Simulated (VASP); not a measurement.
W:

```
W
1.0
     0.00000    2.03000    2.03000
     2.03000    0.00000    2.03000
     2.03000    2.03000    0.00000
W
1
Direct
  0.00000 0.00000 0.00000
```

- Program: VASP 6.6.1
- Task: relaxation of cell and atoms
- Functional: LDA
- Potentials or basis: VASP PAW LDA potentials, release 64 (W_sv)
- Cutoff: 600 eV
- k mesh: 11 × 11 × 11
- Occupations: fermi-dirac, width 0.05 eV
- Spin: no spin polarisation

At the start: pressure -16.2 GPa; volume 16.73 Å³/atom.

Question: Where does the relaxation end?

Answer: Over 5 steps the energy falls by 48.6 meV/atom and the volume is 15.81 Å³/atom (-5.5 %); space group Fm-3m (No. 225, to 0.05 Å).

The path:
| step | energy change (eV) | largest force (eV/Å) | pressure (GPa) | volume (Å³) |
| --- | --- | --- | --- | --- |
| 1 | 0.0000 | 0.0000 | -16.17 | 16.73 |
| 2 | 0.6482 | 0.0000 | 91.64 | 12.97 |
| 3 | -0.0482 | 0.0000 | -1.64 | 15.89 |
| 4 | -0.0486 | 0.0000 | -0.31 | 15.83 |
| 5 | -0.0486 | 0.0000 | 0.02 | 15.81 |

Final structure:
```
CELL_PARAMETERS angstrom
0.00000 1.99198 1.99198
1.99198 0.00000 1.99198
1.99198 1.99198 0.00000
ATOMIC_POSITIONS crystal
W 0.00000 0.00000 0.00000
```
